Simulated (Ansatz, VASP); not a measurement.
Si: VASP beside Ansatz

```
Si
1.0
     0.00000    5.43000    5.43000
     5.43000    0.00000    5.43000
     5.43000    5.43000    0.00000
Si
17
Direct
  0.00228 0.99434 0.00222
  0.12864 0.12138 0.12859
  0.99900 0.99987 0.50122
  0.12815 0.12207 0.62234
  0.00229 0.50115 0.00223
  0.12485 0.62517 0.12483
  0.00227 0.50184 0.49402
  0.12814 0.62741 0.62235
  0.50130 0.99986 0.99896
  0.62240 0.12210 0.12807
  0.50086 0.99998 0.50077
  0.62539 0.12462 0.62534
  0.49404 0.50186 0.00222
  0.62241 0.62740 0.12807
  0.50086 0.49837 0.50077
  0.62248 0.62752 0.62245
  0.87504 0.37498 0.87499
```

Alike in both runs: functional r2SCAN; k mesh 2 × 2 × 2; occupations fermi-dirac, width 0.02 eV; no spin polarisation.

Ansatz relaxed the structure, and its values are those at the end. VASP's run is a single point on that final structure, the one shown.

|  | VASP | Ansatz |
| --- | --- | --- |
| version | VASP 6.6.1 | Ansatz 0.2.0 |
| potentials or method | VASP PAW PBE potentials, release 64 (Si), cutoff 520 eV | scalar-relativistic, plane waves, PAW |
| valence electrons in the cell | 68 | 68 |

```csv
,VASP,Ansatz,Ansatz less VASP
rms of the force components (eV/Å),0.007,0.007,0.0000
```

VASP's potentials were made for PBE, not for r2SCAN.

The k mesh is coarse, so the values compare programs but aren't converged.
